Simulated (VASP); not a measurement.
A run of VASP 6.6.1 is set up as follows.

Contents of INCAR:

```
SYSTEM = HfB
ALGO = Normal
EDIFF = 1E-6
ENCUT = 520
GGA = PE
ISIF = 2
ISMEAR = -1
LASPH = .TRUE.
LCHARG = .TRUE.
LELF = .TRUE.
LREAL = .FALSE.
LVHAR = .TRUE.
LWAVE = .FALSE.
NBANDS = 14
NELM = 60
PREC = Accurate
SIGMA = 0.05
```

KPOINTS

```
k-points
0
G
  8 8 8
  0 0 0
```

POSCAR

```
HfB
1.0
    0.0000000000      2.3100000000      2.3100000000
    2.3100000000      0.0000000000      2.3100000000
    2.3100000000      2.3100000000      0.0000000000
Hf B
1 1
Direct
    0.5000000000      0.5000000000      0.5000000000
    0.0000000000      0.0000000000      0.0000000000
```

Potentials or basis: VASP PAW PBE potentials, release 64 (Hf_pv, B).

Command:

```sh
$ cat potpaw_PBE.64/Hf_pv/POTCAR potpaw_PBE.64/B/POTCAR > POTCAR
$ mpirun -np 1 vasp_std > vasp.out
```

Task: Estimate the pressure.

Result: 30.7 GPa.
